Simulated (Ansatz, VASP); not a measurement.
**CsI: VASP beside Ansatz**

```
Cs I
1.0
     4.66601    0.00000    0.00000
     0.00000    4.66601    0.00000
     0.00000    0.00000    4.66601
Cs I
1 1
Direct
  0.00000 0.00000 0.00000
  0.50000 0.50000 0.50000
```

Alike in both runs: task single point; functional PBE; k mesh 4 × 4 × 4; no spin polarisation.

|  | VASP | Ansatz |
| --- | --- | --- |
| version | VASP 6.6.1 | Ansatz 0.2.0 |
| potentials or method | VASP PAW PBE potentials, release 64 (Cs_sv, I) | plane waves, PAW |
| plane-wave cutoff (eV) | 500 | 420 |
| occupations | gaussian, width 0.01 eV | fixed |
| valence electrons in the cell | 16 | 26 |

```tsv
	VASP	Ansatz	Ansatz less VASP
gap on the k mesh at the Fermi level (eV)	3.67	3.69	+0.012
pressure (GPa)	0.0	0.0	-0.03
```

VASP's potentials hold 16 valence electrons a cell and Ansatz's 26, so a difference there can come from the potentials and not from the codes.

Spin-orbit coupling is off throughout.
